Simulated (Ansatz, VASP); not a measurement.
Two plane-wave programs on Te

Contents of INCAR:

```
  PREC = Accurate
  ENCUT = 600
  EDIFF = 1E-6
  ISMEAR = -1
  SIGMA = 0.1
  LREAL = F
  LASPH = T
  NELM = 100
  ALGO = Normal
  ISIF = 3
  LWAVE = F
  LCHARG = F
  GGA = PE
  IBRION = 2
  NSW = 80
  EDIFFG = -0.01
```

KPOINTS

```
Automatic mesh
0
Gamma
  11 11 11
```

Contents of POSCAR:

```
Te
1.0
   -1.9317963558      1.9317963558      1.9317963558
    1.9317963558     -1.9317963558      1.9317963558
    1.9317963558      1.9317963558     -1.9317963558
Te
1
Direct
    0.0000000000      0.0000000000      0.0000000000
```

Input for Ansatz:

```yaml
crystal:
  lattice:
    - [-1.9317963558, 1.9317963558, 1.9317963558]
    - [1.9317963558, -1.9317963558, 1.9317963558]
    - [1.9317963558, 1.9317963558, -1.9317963558]
  atoms:
    - { symbol: Te, position: [0.0, 0.0, 0.0] }
hamiltonian:
  xc: pbe
  pseudopotentials:
    kind: paw
    azcp:
      Te: "pseudopotentials/Te.paw.azcp"
basis:
  ecutwfc: 420
  fft_grid_basis: typed
kpoints:
  mp_grid: { grid: [11, 11, 11], shift: [0, 0, 0] }
magnetization:
  spin_polarized: false
scf:
  occupations: { method: fermi_dirac, width: 0.1 }
relax:
  max_steps: 60
  f_tol: 0.01
  cell: {}
output:
  write_density: true
  write_potential: true
  elf: true
  volumetric_format: npy
```

Alike in both runs: task relaxation of cell and atoms; functional PBE; k mesh 11 × 11 × 11; occupations fermi-dirac, width 0.1 eV; no spin polarisation.

|  | VASP | Ansatz |
| --- | --- | --- |
| version | VASP 6.6.1 | Ansatz 0.2.0 |
| potentials or method | VASP PAW PBE potentials, release 64 (Te), cutoff 600 eV | plane waves (420 eV) with PAW, scalar-relativistic |
| valence electrons in the cell | 6 | 16 |

Ansatz gave:

| Quantity | Value |
| --- | --- |
| relaxed volume (Å³/atom) | 28.52 |
| relaxed cell length with the largest relative difference (Å) | 3.334 |

Task: Which values does VASP return?

Result: Relaxed volume (Å³/atom): 28.47; relaxed cell length with the largest relative difference (Å): 3.332.

VASP's potentials hold 6 valence electrons a cell and Ansatz's 16, so a difference there can come from the potentials and not from the codes.

Spin-orbit coupling is off throughout.
